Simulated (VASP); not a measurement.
# MgS (F-43m) in VASP: G0W0 quasiparticle levels with PBE

Aim: the G0W0 quasiparticle levels of MgS with PBE.

Program: VASP 6.6.1. These are calculated values, not measurements. Logs are shortened: lines on timing, memory, paths and dates and some standing lists are left out, and cuts for length are marked.

**1. The cell of the first run**

The structure is cubic, space group F-43m (No. 216). The conventional cell has a = 5.662 Å, b = 5.662 Å, c = 5.662 Å, α = 90.00°, β = 90.00°, γ = 90.00°. Mg (site symmetry -43m) has 4 S at 2.45 Å within 3.2 Å. S (site symmetry -43m) has 4 Mg at 2.45 Å within 3.2 Å.

**2. G0W0 quasiparticle levels, PBE**

The input, POSCAR:

```
MgS
1.0
    0.0000000000      2.8308768389      2.8308768389
    2.8308768389      0.0000000000      2.8308768389
    2.8308768389      2.8308768389      0.0000000000
Mg S
1 1
Direct
    0.0000000000      0.0000000000      0.0000000000
    0.2500000000      0.2500000000      0.2500000000
```

The input, INCAR.step1:

```
SYSTEM = MgS
  ALGO = Normal
  EDIFF = 1E-8
  ENCUT = 500
  GGA = PE
  ISMEAR = 0
  LASPH = .TRUE.
  LCHARG = .FALSE.
  LREAL = .FALSE.
  LWAVE = .TRUE.
  NELM = 100
  PREC = Accurate
  SIGMA = 0.01
```

The input, INCAR.step2:

```
SYSTEM = MgS
  ALGO = Exact
  EDIFF = 1E-8
  ENCUT = 500
  GGA = PE
  ISMEAR = 0
  ISTART = 1
  LASPH = .TRUE.
  LCHARG = .FALSE.
  LOPTICS = .TRUE.
  LREAL = .FALSE.
  LWAVE = .TRUE.
  NBANDS = 94
  NELM = 1
  PREC = Accurate
  SIGMA = 0.01
```

The input, INCAR.step3:

```
SYSTEM = MgS
  ALGO = EVGW0
  EDIFF = 1E-8
  ENCUT = 500
  ENCUTGW = 60.0
  GGA = PE
  ISMEAR = 0
  ISTART = 1
  LASPH = .TRUE.
  LCHARG = .FALSE.
  LREAL = .FALSE.
  LWAVE = .FALSE.
  NBANDS = 94
  NBANDSGW = 12
  NELMGW = 1
  NOMEGA = 48
  PREC = Accurate
  PRECFOCK = Fast
  SIGMA = 0.01
```

The input, KPOINTS:

```
k-points
0
G
  4 4 4
  0 0 0
```

Potentials or basis: VASP PAW PBE potentials, release 64 (Mg_GW, S_GW).

The run is started by

```bash
$ cat potpaw_PBE.64/Mg_GW/POTCAR potpaw_PBE.64/S_GW/POTCAR > POTCAR
$ cp INCAR.step1 INCAR
$ mpirun -np 1 vasp_std > vasp.out
$ cp INCAR.step2 INCAR
$ mpirun -np 1 vasp_std > vasp.out
$ cp INCAR.step3 INCAR
$ mpirun -np 1 vasp_std > vasp.out
```

OUTCAR:

```text
SYSTEM = MgS
   EDIFF = 1E-8
   ENCUT = 500
   ENCUTGW = 60.0
   GGA = PE
   ISMEAR = 0
   ISTART = 1
   LASPH = .TRUE.
   LREAL = .FALSE.
   NELMGW = 1
   PREC = Accurate
   PRECFOCK = Fast

 ion  position               nearest neighbor table
   1  0.000  0.000  0.000-   2 2.45   2 2.45   2 2.45   2 2.45
   2  0.250  0.250  0.250-   1 2.45   1 2.45   1 2.45   1 2.45

  LATTYP: Found a face centered cubic cell.
 ALAT       =     5.6617536778

  Lattice vectors:

 A1 = (   0.0000000000,   2.8308768389,   2.8308768389)
 A2 = (   2.8308768389,   0.0000000000,   2.8308768389)
 A3 = (   2.8308768389,   2.8308768389,   0.0000000000)

Analysis of symmetry for initial positions (statically):
=====================================================================
 Subroutine PRICEL returns:
 Original cell was already a primitive cell.

 Routine SETGRP: Setting up the symmetry group for a
 face centered cubic supercell.

 Subroutine GETGRP returns: Found 24 space group operations
 (whereof 24 operations were pure point group operations)
 out of a pool of 48 trial point group operations.

The static configuration has the point symmetry T_d .

Analysis of symmetry for dynamics (positions and initial velocities):
=====================================================================
 Subroutine PRICEL returns:
 Original cell was already a primitive cell.

 Routine SETGRP: Setting up the symmetry group for a
 face centered cubic supercell.

 Subroutine GETGRP returns: Found 24 space group operations
 (whereof 24 operations were pure point group operations)
 out of a pool of 48 trial point group operations.

The dynamic configuration has the point symmetry T_d .

 Subroutine INISYM returns: Found 24 space group operations
 (whereof 24 operations are pure point group operations),
 and found     1 'primitive' translations

----------------------------------------------------------------------------------------

                                     Primitive cell

  volume of cell :      45.3725

  direct lattice vectors                    reciprocal lattice vectors
     0.000000000  2.830876839  2.830876839    -0.176623721  0.176623721  0.176623721
     2.830876839  0.000000000  2.830876839     0.176623721 -0.176623721  0.176623721
     2.830876839  2.830876839  0.000000000     0.176623721  0.176623721 -0.176623721

  length of vectors
     4.003464419  4.003464419  4.003464419     0.305921258  0.305921258  0.305921258

  position of ions in fractional coordinates (direct lattice)
     0.000000000  0.000000000  0.000000000
     0.250000000  0.250000000  0.250000000

  ion indices of the primitive-cell ions
   primitive index   ion index
                 1           1
                 2           2

----------------------------------------------------------------------------------------

 KPOINTS: k-points

Automatic generation of k-mesh.
 Grid dimensions read from file:
 generate k-points for:    4    4    4

 Generating k-lattice:

  Cartesian coordinates                     Fractional coordinates (reciprocal lattice)
    -0.044155930  0.044155930  0.044155930     0.250000000  0.000000000  0.000000000
     0.044155930 -0.044155930  0.044155930     0.000000000  0.250000000  0.000000000
     0.044155930  0.044155930 -0.044155930     0.000000000  0.000000000  0.250000000

  Length of vectors
     0.076480314  0.076480314  0.076480314

  Shift w.r.t. Gamma in fractional coordinates (k-lattice)
     0.000000000  0.000000000  0.000000000

 Subroutine IBZKPT returns following result:
 ===========================================

 Found      8 irreducible k-points:

 Following reciprocal coordinates:
            Coordinates               Weight
  0.000000  0.000000  0.000000      1.000000
  0.250000  0.000000  0.000000      8.000000
  0.500000  0.000000  0.000000      4.000000
  0.250000  0.250000  0.000000      6.000000
  0.500000  0.250000  0.000000     24.000000
 -0.250000  0.250000  0.000000     12.000000
  0.500000  0.500000  0.000000      3.000000
 -0.250000  0.500000  0.250000      6.000000
   k-points           NKPTS =      8   k-points in BZ     NKDIM =     64   number of bands    NBANDS=     94
   number of dos      NEDOS =    301   number of ions     NIONS =      2
   total plane-waves  NPLWV =  27000
   dimension x,y,z NGX =    30 NGY =   30 NGZ =   30
   dimension x,y,z NGXF=    60 NGYF=   60 NGZF=   60
   ions per type =               1   1
   NGX,Y,Z   is equivalent  to a cutoff of  12.46, 12.46, 12.46 a.u.
   NGXF,Y,Z  is equivalent  to a cutoff of  24.92, 24.92, 24.92 a.u.
 SYSTEM =  MgS
   PREC   = accura    normal or accurate (medium, high low for compatibility)
   ISTART =      1    job   : 0-new  1-cont  2-samecut
   ICHARG =      0    charge: 1-file 2-atom 10-const
   ISPIN  =      1    spin polarized calculation?
   LNONCOLLINEAR =      F non collinear calculations
   LSORBIT =      F    spin-orbit coupling
   LASPH  =      T    aspherical Exc in radial PAW
   ENCUT  =  500.0 eV  36.75 Ry    6.06 a.u.   7.30  7.30  7.30*2*pi/ulx,y,z
   NELM   =     60;   NELMIN=  2; NELMDL=  0     # of ELM steps
   EDIFF  = 0.1E-07   stopping-criterion for ELM
   LREAL  =      F    real-space projection
   EDIFFG = 0.1E-06   stopping-criterion for IOM
   NSW    =      0    number of steps for IOM
   IBRION =     -1    ionic relax: 0-MD 1-quasi-New 2-CG
   NFREE  =      0    steps in history (QN), initial steepest desc. (CG)
   ISIF   =      0    stress and relaxation
   ISYM   =      3    0-nonsym 1-usesym 2-fastsym
   POTIM  = 0.5000    time-step for ionic-motion
   TEBEG  =    0.0;   TEEND  =   0.0 temperature during run
   PSTRESS=    0.0 pullay stress
   NELECT =       8.0000    total number of electrons
   NUPDOWN=      -1.0000    fix difference up-down
   EMIN   =  10.00;   EMAX   =-10.00  energy-range for DOS
   EFERMI =   0.00;   METHOD = LEGACY
   ISMEAR =     0;   SIGMA  =   0.01  broadening in eV -4-tet -1-fermi 0-gaus
   EFERMI_NEDOS =   21; number of points for ismear=-14 and -15
   IALGO  =     38    algorithm
   IMIX   =      4    mixing-type and parameters
     AMIX     =   0.40;   BMIX     =  1.00
     AMIX_MAG =   1.60;   BMIX_MAG =  1.00
  volume/ion in A,a.u.               =      22.69       153.09
  Fermi-wavevector in a.u.,A,eV,Ry     =   0.917995  1.734760 11.465842  0.842716
  Thomas-Fermi vector in A             =   2.043027
   LORBIT       =      0    0 simple, 1 ext, 2 COOP (PROOUT), +10 PAW based schemes
   GGA     = PE    functional components
   LHFCALC =     T    Hartree Fock is set to
   PRECFOCK=fast      Normal, Fast or Accurate (Low or Medium for compatibility)
   ENCUT4O =  -1.0   cutoff for four orbital integrals eV
   NKREDX  =     1    reduce k-point grid by
   NKREDY  =     1    reduce k-point grid by
   NKREDZ  =     1    reduce k-point grid by
   AEXX    =    1.0000 exact exchange contribution
   HFSCREEN=    0.0000 screening length (either q_TF or 0.3 A-1)
   HFSCREENC=   0.0000 screening length for correlation (either q_TF or 0.3 A-1)
   ENCUTFOCK=  -1.0 apply spherical cutoff to Coloumb kernel
   IVDW    =     0    specifies the selected vdW correction
   LEPSILON=     F    determine dielectric tensor
   LRPA    =     F    only Hartree local field effects (RPA)
   LRPAFORCE           =     F    calculate RPA forces
   ENCUTGW             =  60.0    cutoff for response function in eV
   ENCUTGWSOFT         =  48.0    soft cutoff for Coulomb kernel in GW response function in eV
   ENCUTLF             =  -1.0    cutoff for local field effects
   NELMGW              =     1    number of iterations in solving QP/BSE equation
   NELMHF              =     1    number of iterations in the inner HF iteration
   NKREDLFX            =     1    NKREDLFY  =   1   NKREDLFZ  =   1
 non-spin polarized calculation
 Gauss-broadening in eV      SIGMA  =   0.01
  energy-cutoff  :      500.00
  volume of cell :       45.37
 maximum number of plane-waves:      1174
 NGX is ok and might be reduce to    30
  NGX = 18; NGY = 18; NGZ = 18
   NGX = 15   NGY = 15   NGZ = 15
 maximum number of plane-waves:        59
 NGX is ok and might be reduce to    14

 QP shifts <psi_nk| G(iteration)W_0 |psi_nk>: iteration 1
 for sc-GW calculations column KS-energies equals QP-energies in previous step
 and V_xc(KS)=  KS-energies - (<T + V_ion + V_H > + <T+V_H+V_ion>^1  + <V_x>^1)

 k-point   1 :       0.0000    0.0000    0.0000
  band No.  KS-energies  QP-energies   sigma(KS)   V_xc(KS)     V^pw_x(r,r')   Z            occupation Imag(sigma)

      1     -10.1836     -10.7430     -13.6264     -12.8414     -20.9013       0.7126       2.0000       1.4059
      2       1.0860       0.2301     -14.0350     -12.9220     -16.1864       0.7690       2.0000       0.0843
      3       1.0860       0.2301     -14.0350     -12.9220     -16.1864       0.7690       2.0000       0.0843
      4       1.0860       0.2301     -14.0350     -12.9220     -16.1864       0.7690       2.0000       0.0843
      5       4.5383       5.0793      -7.6287      -8.3030      -4.3183       0.8024       0.0000      -0.0690
      6       9.0009       9.9015      -7.6541      -8.8021      -3.8217       0.7844       0.0000      -0.0911
      7       9.0009       9.9015      -7.6541      -8.8021      -3.8217       0.7844       0.0000      -0.0911
      8       9.0009       9.9015      -7.6541      -8.8021      -3.8217       0.7844       0.0000      -0.0911
      9      11.8469      12.8676      -8.1716      -9.4988      -3.9342       0.7691       0.0000      -0.1448
     10      11.8469      12.8676      -8.1716      -9.4988      -3.9342       0.7691       0.0000      -0.1448
     11      14.8007      15.0998      -6.2857      -6.6801      -1.4227       0.7584       0.0000      -0.3626
     12      15.0086      15.2148      -6.5829      -6.8549      -1.5578       0.7581       0.0000      -0.5456

 k-point   2 :       0.2500    0.0000    0.0000
  band No.  KS-energies  QP-energies   sigma(KS)   V_xc(KS)     V^pw_x(r,r')   Z            occupation Imag(sigma)
[... 97 lines left out ...]
      1      -9.2730      -9.6555     -14.2655     -13.7018     -21.3944       0.6786       2.0000       1.0989
      2      -1.2125      -2.3079     -12.5781     -11.1066     -15.1631       0.7443       2.0000       0.1176
      3      -0.7447      -1.8729     -12.7597     -11.2622     -15.2082       0.7534       2.0000       0.1043
      4      -0.2383      -1.2911     -12.8251     -11.4385     -15.0990       0.7593       2.0000       0.0926
      5       6.6110       7.1441      -7.5341      -8.2064      -4.1219       0.7930       0.0000      -0.0791
      6       8.9779      10.0839      -8.6722     -10.1028      -4.7992       0.7731       0.0000      -0.0981
      7       9.2639       9.9962      -7.8517      -8.7821      -4.1026       0.7872       0.0000      -0.0930
      8       9.6050      10.2735      -7.2318      -8.0958      -3.0917       0.7737       0.0000      -0.1195
      9      13.6858      14.3742      -7.9633      -8.9066      -2.8358       0.7297       0.0000      -0.3522
     10      14.7634      16.0751      -9.4726     -11.2365      -4.5618       0.7436       0.0000      -0.3212
     11      14.8454      15.3966      -7.9549      -8.6953      -2.8809       0.7444       0.0000      -0.4330
     12      16.0487      17.1481      -8.9250     -10.3531      -3.7908       0.7699       0.0000      -0.5068
```

Wall time 2.1 min (1 thread of Intel Xeon 6975P-C (Granite Rapids), shared host); peak memory 0.43 GiB.

What came out:

```yaml
Band_gap_on_the_k_mesh_mean-field_level: 3.45 eV, direct
Quasiparticle_gap: 4.85 eV
Least_direct_quasiparticle_gap: 4.85 eV
```

Caveat: the k points lie up to 0.48 Å⁻¹ apart; bands, screening cutoff and mesh are small and nothing is extrapolated, so the quasiparticle values aren't converged.
